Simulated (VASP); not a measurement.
# TaN (P-6m2) in VASP: single point with LDA

Aim: the single point of TaN with LDA.

Program: VASP 6.6.1. These are calculated values, not measurements. Logs are shortened: lines on timing, memory, paths and dates and some standing lists are left out, and cuts for length are marked.

### 1 The cell of the first run

The structure is hexagonal, space group P-6m2 (No. 187). The conventional cell has a = 2.907 Å, b = 2.907 Å, c = 2.851 Å, α = 90.00°, β = 90.00°, γ = 120.00°. Within 2.9 Å of Ta (site symmetry -6m2) lie 6 N at 2.20 Å and 2 Ta at 2.85 Å. N (site symmetry -6m2) has 6 Ta at 2.20 Å and 2 N at 2.85 Å within 2.9 Å.

### 2 Single point, LDA

File INCAR:

```
SYSTEM = TaN
PREC = Accurate ; ENCUT = 520
EDIFF = 1E-6 ; ISMEAR = 0
SIGMA = 0.15 ; LREAL = .False.
LASPH = .True. ; NELM = 100
ALGO = Normal ; ISIF = 2
LWAVE = .False. ; LCHARG = .False.
GGA = CA ; NBANDS = 42
```

File KPOINTS:

```
regular mesh
0
Gamma
  15 15 5
  0 0 0
```

File POSCAR:

```
TaN
1.0
    1.4532781440     -2.5171515829      0.0000000000
    0.0000000000      0.0000000000     -2.8514389807
    8.7196688639      5.0343031657      0.0000000000
Ta N
4 4
Direct
    0.5000000000      0.5000000000      0.0833333333
    0.0000000000      0.5000000000      0.3333333333
    0.5000000000      0.5000000000      0.5833333333
    0.0000000000      0.5000000000      0.8333333333
    0.0000000000      0.0000000000      0.0000000000
    0.5000000000      0.0000000000      0.2500000000
    0.0000000000      0.0000000000      0.5000000000
    0.5000000000      0.0000000000      0.7500000000
```

Potentials or basis: VASP PAW LDA potentials, release 64 (Ta_pv, N).

Started as:

```bash
> cat potpaw_LDA.64/Ta_pv/POTCAR potpaw_LDA.64/N/POTCAR > POTCAR
> mpirun -np 1 vasp_std > vasp.out
```

OUTCAR:

```text
SYSTEM = TaN
   PREC = Accurate
   ENCUT = 520
   EDIFF = 1E-6
   ISMEAR = 0
   LREAL = .False.
   LASPH = .True.
   NELM = 100
   ISIF = 2
   GGA = CA

 ion  position               nearest neighbor table
   1  0.500  0.500  0.083-   5 2.20   5 2.20   5 2.20   5 2.20   6 2.20   6 2.20   4 2.91   2 2.91
                             2 2.91   4 2.91
   2  0.000  0.500  0.333-   6 2.20   6 2.20   6 2.20   6 2.20   7 2.20   7 2.20   1 2.91   3 2.91
                             1 2.91   3 2.91
   3  0.500  0.500  0.583-   7 2.20   7 2.20   7 2.20   7 2.20   8 2.20   8 2.20   2 2.91   4 2.91
                             2 2.91   4 2.91
   4  0.000  0.500  0.833-   8 2.20   8 2.20   8 2.20   8 2.20   5 2.20   5 2.20   3 2.91   1 2.91
                             1 2.91   3 2.91
   5  0.000  0.000  0.000-   1 2.20   1 2.20   1 2.20   1 2.20   4 2.20   4 2.20
   6  0.500  0.000  0.250-   2 2.20   2 2.20   2 2.20   2 2.20   1 2.20   1 2.20
   7  0.000  0.000  0.500-   3 2.20   3 2.20   3 2.20   3 2.20   2 2.20   2 2.20
   8  0.500  0.000  0.750-   4 2.20   4 2.20   4 2.20   4 2.20   3 2.20   3 2.20

  LATTYP: Found a simple orthorhombic cell.
 ALAT       =     2.8514389807
 B/A-ratio  =     1.0193296464
 C/A-ratio  =     3.5310614745

  Lattice vectors:

 A1 = (   0.0000000000,   0.0000000000,   2.8514389807)
 A2 = (   1.4532781440,  -2.5171515829,   0.0000000000)
 A3 = (   8.7196688639,   5.0343031657,   0.0000000000)

Analysis of symmetry for initial positions (statically):
=====================================================================
 Subroutine PRICEL returns following result:

  LATTYP: Found a hexagonal cell.
 ALAT       =     2.9065562880
 C/A-ratio  =     0.9810369035

  Lattice vectors:

 A1 = (   2.9065562880,  -0.0000000000,   0.0000000000)
 A2 = (  -1.4532781440,  -2.5171515829,   0.0000000000)
 A3 = (   0.0000000000,   0.0000000000,  -2.8514389807)

   4 primitive cells build up your supercell.

 Routine SETGRP: Setting up the symmetry group for a
 simple orthorhombic supercell.

 Subroutine GETGRP returns: Found  4 space group operations
 (whereof  4 operations were pure point group operations)
 out of a pool of  8 trial point group operations.

The static configuration has the point symmetry C_2v.

Analysis of symmetry for dynamics (positions and initial velocities):
=====================================================================
 Subroutine PRICEL returns following result:

  LATTYP: Found a hexagonal cell.
 ALAT       =     2.9065562880
 C/A-ratio  =     0.9810369035

  Lattice vectors:

 A1 = (   2.9065562880,  -0.0000000000,   0.0000000000)
 A2 = (  -1.4532781440,  -2.5171515829,   0.0000000000)
 A3 = (   0.0000000000,   0.0000000000,  -2.8514389807)

   4 primitive cells build up your supercell.

 Routine SETGRP: Setting up the symmetry group for a
 simple orthorhombic supercell.

 Subroutine GETGRP returns: Found  4 space group operations
 (whereof  4 operations were pure point group operations)
 out of a pool of  8 trial point group operations.

The dynamic configuration has the point symmetry C_2v.

 Subroutine INISYM returns: Found  4 space group operations
 (whereof  4 operations are pure point group operations),
 and found     4 'primitive' translations

----------------------------------------------------------------------------------------

                                     Primitive cell

  volume of cell :      20.8618

  direct lattice vectors                    reciprocal lattice vectors
     2.906556288 -0.000000000  0.000000000     0.344049762 -0.198637223  0.000000000
    -1.453278144 -2.517151583  0.000000000    -0.000000000 -0.397274446  0.000000000
     0.000000000  0.000000000 -2.851438981     0.000000000  0.000000000 -0.350700123

  length of vectors
     2.906556288  2.906556288  2.851438981     0.397274446  0.397274446  0.350700123

  position of ions in fractional coordinates (direct lattice)
     0.666666667  0.333333333  0.500000000
     0.000000000  0.000000000  0.000000000

  ion indices of the primitive-cell ions
   primitive index   ion index
                 1           1
                 2           6

----------------------------------------------------------------------------------------

 KPOINTS: regular mesh

Automatic generation of k-mesh.
 Grid dimensions read from file:
 generate k-points for:   15   15    5

 Generating k-lattice:

  Cartesian coordinates                     Fractional coordinates (reciprocal lattice)
     0.011468325 -0.019863722  0.000000000     0.066666667  0.000000000  0.000000000
     0.000000000  0.000000000 -0.023380008     0.000000000  0.066666667  0.000000000
     0.017202488  0.009931861  0.000000000    -0.000000000  0.000000000  0.200000000

  Length of vectors
     0.022936651  0.023380008  0.019863722

  Shift w.r.t. Gamma in fractional coordinates (k-lattice)
     0.000000000  0.000000000  0.000000000

 Subroutine IBZKPT returns following result:
 ===========================================

 Found    192 irreducible k-points:

 Following reciprocal coordinates:
            Coordinates               Weight
  0.000000  0.000000  0.000000      1.000000
  0.066667  0.000000  0.000000      2.000000
  0.133333  0.000000  0.000000      2.000000
  0.200000  0.000000  0.000000      2.000000
  0.266667  0.000000  0.000000      2.000000
  0.333333  0.000000  0.000000      2.000000
[... 16 lines left out ...]
  0.400000  0.133333  0.000000      4.000000
  0.466667  0.133333  0.000000      4.000000
 [... further k-points ...]
   k-points           NKPTS =    192   k-points in BZ     NKDIM =    192   number of bands    NBANDS=     42
   number of dos      NEDOS =    301   number of ions     NIONS =      8
   total plane-waves  NPLWV =  46080
   dimension x,y,z NGX =    24 NGY =   24 NGZ =   80
   dimension x,y,z NGXF=    48 NGYF=   48 NGZF=  160
   ions per type =               4   4
   NGX,Y,Z   is equivalent  to a cutoff of  13.73, 13.99, 13.21 a.u.
   NGXF,Y,Z  is equivalent  to a cutoff of  27.45, 27.99, 26.42 a.u.
 SYSTEM =  TaN
   PREC   = accura    normal or accurate (medium, high low for compatibility)
   ISTART =      0    job   : 0-new  1-cont  2-samecut
   ICHARG =      2    charge: 1-file 2-atom 10-const
   ISPIN  =      1    spin polarized calculation?
   LNONCOLLINEAR =      F non collinear calculations
   LSORBIT =      F    spin-orbit coupling
   LASPH  =      T    aspherical Exc in radial PAW
   ENCUT  =  520.0 eV  38.22 Ry    6.18 a.u.   5.40  5.30 18.72*2*pi/ulx,y,z
   NELM   =    100;   NELMIN=  2; NELMDL= -5     # of ELM steps
   EDIFF  = 0.1E-05   stopping-criterion for ELM
   LREAL  =      F    real-space projection
   EDIFFG = 0.1E-04   stopping-criterion for IOM
   NSW    =      0    number of steps for IOM
   IBRION =     -1    ionic relax: 0-MD 1-quasi-New 2-CG
   NFREE  =      0    steps in history (QN), initial steepest desc. (CG)
   ISIF   =      2    stress and relaxation
   ISYM   =      2    0-nonsym 1-usesym 2-fastsym
   POTIM  = 0.5000    time-step for ionic-motion
   TEBEG  =    0.0;   TEEND  =   0.0 temperature during run
   PSTRESS=    0.0 pullay stress
   NELECT =      64.0000    total number of electrons
   NUPDOWN=      -1.0000    fix difference up-down
   EMIN   =  10.00;   EMAX   =-10.00  energy-range for DOS
   EFERMI =   0.00;   METHOD = LEGACY
   ISMEAR =     0;   SIGMA  =   0.15  broadening in eV -4-tet -1-fermi 0-gaus
   EFERMI_NEDOS =   21; number of points for ismear=-14 and -15
   IALGO  =     38    algorithm
   IMIX   =      4    mixing-type and parameters
     AMIX     =   0.40;   BMIX     =  1.00
     AMIX_MAG =   1.60;   BMIX_MAG =  1.00
  volume/ion in A,a.u.               =      10.43        70.39
  Fermi-wavevector in a.u.,A,eV,Ry     =   1.498525  2.831802 30.552947  2.245578
  Thomas-Fermi vector in A             =   2.610273
   LORBIT       =      0    0 simple, 1 ext, 2 COOP (PROOUT), +10 PAW based schemes
   GGA     = CA    functional components
   LHFCALC =     F    Hartree Fock is set to
   AEXX    =    0.0000 exact exchange contribution
   IVDW    =     0    specifies the selected vdW correction
   LEPSILON=     F    determine dielectric tensor
   LRPA    =     F    only Hartree local field effects (RPA)
 non-spin polarized calculation
 Gauss-broadening in eV      SIGMA  =   0.15
  energy-cutoff  :      520.00
  volume of cell :       83.45
 maximum number of plane-waves:      2273
 NGX is ok and might be reduce to    24
   NGX = 11   NGY = 11   NGZ = 37

 number of electron      63.9999998 magnetization

 Free energy of the ion-electron system (eV)
  ---------------------------------------------------
  ext. energy  EPLUGINS =         0.00000000
  ---------------------------------------------------
  free energy    TOTEN  =       -98.87055047 eV

  energy without entropy =      -98.86748849  energy(sigma->0) =      -98.86901948

 E-fermi :   8.4187     XC(G=0): -13.7581

 val. band max:        8.4181572969   @ k =   0.0000   0.4000   0.0000
 cond. band min:       8.4304567770   @ k =  -0.0000   0.4667   0.2000
 fundamental gap:      0.0122994802
 Fermi energy:         8.4186705663

 k-point     1 :       0.0000    0.0000    0.0000
  band No.  band energies     occupation
      1     -26.9763      2.00000
      2     -26.4155      2.00000
      3     -26.4155      2.00000
      4     -26.0807      2.00000
      5     -26.0640      2.00000
      6     -25.9980      2.00000
[... 34 lines left out ...]
     41      12.6122      0.00000
     42      12.6785      0.00000

 k-point     2 :       0.0667    0.0000    0.0000
  band No.  band energies     occupation
      1     -26.9607      2.00000
      2     -26.4268      2.00000
      3     -26.4268      2.00000
      4     -26.0982      2.00000
      5     -26.0754      2.00000
      6     -25.9944      2.00000
[... 34 lines left out ...]
     41      12.5147      0.00000
     42      12.7432      0.00000

 k-point     3 :       0.1333    0.0000    0.0000
  band No.  band energies     occupation
      1     -26.9151      2.00000
      2     -26.4679      2.00000
      3     -26.4679      2.00000
      4     -26.1933      2.00000
      5     -26.0600      2.00000
      6     -26.0028      2.00000
[... 34 lines left out ...]
     41      12.2532      0.00000
     42      12.4245      0.00000

 k-point     4 :       0.2000    0.0000    0.0000
  band No.  band energies     occupation
      1     -26.8430      2.00000
      2     -26.5523      2.00000
      3     -26.5523      2.00000
      4     -26.3286      2.00000
      5     -26.1286      2.00000
      6     -26.0477      2.00000
[... 844 lines left out ...]
     41      12.1274      0.00000
     42      13.1681      0.00000

 k-point    23 :       0.4000    0.1333    0.0000
  band No.  band energies     occupation
      1     -26.8791      2.00000
      2     -26.8791      2.00000
      3     -26.7073      2.00000
      4     -26.6246      2.00000
      5     -26.4597      2.00000
      6     -26.1137      2.00000
[... 34 lines left out ...]
     41      12.2234      0.00000
     42      13.3916      0.00000

 k-point    24 :       0.4667    0.1333    0.0000
  band No.  band energies     occupation
      1     -26.9368      2.00000
      2     -26.9368      2.00000
      3     -26.7415      2.00000
      4     -26.7147      2.00000
      5     -26.3396      2.00000
      6     -26.2193      2.00000
[... 34 lines left out ...]
     41      12.9058      0.00000
     42      13.3621      0.00000

 [... further k-points ...]
[... 5 lines left out ...]
  --------------------------------------------------------------------------------------
  -------------------------------------------------------------------------------------
  Total        1.0176854      1.0175843      1.1722251      0.0000875      0.0000000      0.0000000
  in kB       19.5394322     19.5374913     22.5065756      0.0016809      0.0000000      0.0000000
  external PRESSURE =      20.5278330 kB  Pullay stress =       0.0000000 kB

 VOLUME and BASIS-vectors are now :
 -----------------------------------------------------------------------------
  energy-cutoff  :      520.00
  volume of cell :       83.45
      direct lattice vectors                 reciprocal lattice vectors
     1.453278144 -2.517151583  0.000000000     0.172024881 -0.297955834  0.000000000
     0.000000000  0.000000000 -2.851438981     0.000000000  0.000000000 -0.350700123
     8.719668864  5.034303166  0.000000000     0.086012441  0.049659306  0.000000000

 POSITION                                       TOTAL-FORCE (eV/Angst)
 -----------------------------------------------------------------------------------
      1.45328     -0.83905     -1.42572        -0.000060     -0.000035      0.000000
      2.90656      1.67810     -1.42572        -0.000060     -0.000035      0.000000
      5.81311      1.67810     -1.42572        -0.000060     -0.000035      0.000000
      7.26639      4.19525     -1.42572        -0.000060     -0.000035     -0.000000
      0.00000      0.00000      0.00000         0.000060      0.000035     -0.000000
      2.90656     -0.00000      0.00000         0.000060      0.000035      0.000000
      4.35983      2.51715      0.00000         0.000060      0.000035      0.000000
      7.26639      2.51715      0.00000         0.000060      0.000035      0.000000
 -----------------------------------------------------------------------------------
    total drift:                                0.000253      0.000146      0.000000

  FREE ENERGIE OF THE ION-ELECTRON SYSTEM (eV)
  ---------------------------------------------------
  free  energy   TOTEN  =       -98.8705504656 eV

  energy  without entropy=      -98.8674884919  energy(sigma->0) =      -98.86901948
```

Run time: 8 min. Hardware: 1 thread of Intel Xeon Platinum 8488C (Sapphire Rapids), shared host; peak memory 0.54 GiB.

What came out:

```yaml
Free_energy: -98.8706 eV
Pressure: 2.1 GPa
Band_gap_on_the_k_mesh: zero (band 32 reaches 8.65 eV, above the bottom of band 33 at 8.34 eV)
```

Stress tensor (GPa, compression positive):
```
1.95 0.00 0.00
0.00 1.95 0.00
0.00 0.00 2.25
```

Caveat: spin-orbit coupling is left out, which moves the levels of the heavy elements.
